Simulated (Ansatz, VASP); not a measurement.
# Sb in VASP and in Ansatz

The input INCAR:

```
SYSTEM = Sb
PREC = Accurate
ENCUT = 520
EDIFF = 1E-8
ISMEAR = -1
SIGMA = 0.03
LREAL = .False.
LASPH = .True.
NELM = 100
ALGO = Normal
ISIF = 2
LWAVE = .False.
LCHARG = .False.
LEFG = .True.
NBANDS = 12
```

The input KPOINTS:

```
regular mesh
0
Gamma
  12 12 7
  0 0 0
```

File POSCAR:

```
Sb
1.0
    3.3002257761      0.0000000000      0.0000000000
   -1.6501128881      2.8580793603      0.0000000000
    0.0000000000      0.0000000000      5.2211939594
Sb
2
Direct
    0.3333333333      0.6666666667      0.2500000000
    0.6666666667      0.3333333333      0.7500000000
```

Input for Ansatz:

```yaml
crystal:
  lattice:
    - [3.3002257761, 0.0, 0.0]
    - [-1.6501128881, 2.8580793603, 0.0]
    - [0.0, 0.0, 5.2211939594]
  atoms:
    - { symbol: Sb, position: [0.3333333333, 0.6666666667, 0.25] }
    - { symbol: Sb, position: [0.6666666667, 0.3333333333, 0.75] }
kpoints:
  mp_grid: { grid: [12, 12, 7] }
scf:
  occupations: { method: fermi_dirac, width: 0.03 }
hamiltonian:
  xc: lda
  pseudopotentials: { kind: all_electron, datasets: crystal }
output:
  forces: true
  stress: true
  eigenvalues: true
  efg: { contact_densities: true }
```

Change from the starting cell: volume scaled by 0.94, crystal datasets.

Alike in both runs: task electric field gradients; functional LDA; k mesh 12 × 12 × 7; occupations fermi-dirac, width 0.03 eV; no spin polarisation.

```csv
,VASP,Ansatz
version,VASP 6.6.1,Ansatz 0.2.0
potentials or method,"VASP PAW LDA potentials, release 64 (Sb), cutoff 520 eV","all-electron PAW with datasets made for the crystal, scalar-relativistic"
```

|  | VASP | Ansatz | Ansatz less VASP |
| --- | --- | --- | --- |
| pressure (GPa) | 3.5 | 3.3 | -0.15 |
| traceless stress, the component that is largest in VASP (GPa) | -1.08 | -1.10 | -0.018 |
| size of Vzz on the site where it differs most (V/Å²) | 19.7 | 22.2 | +2.46 |

LDA's correlation is that of Perdew and Zunger in VASP and of Perdew and Wang (1992) in Ansatz. Ansatz ran all-electron here, and VASP with PAW potentials.

Spin-orbit coupling is off throughout.
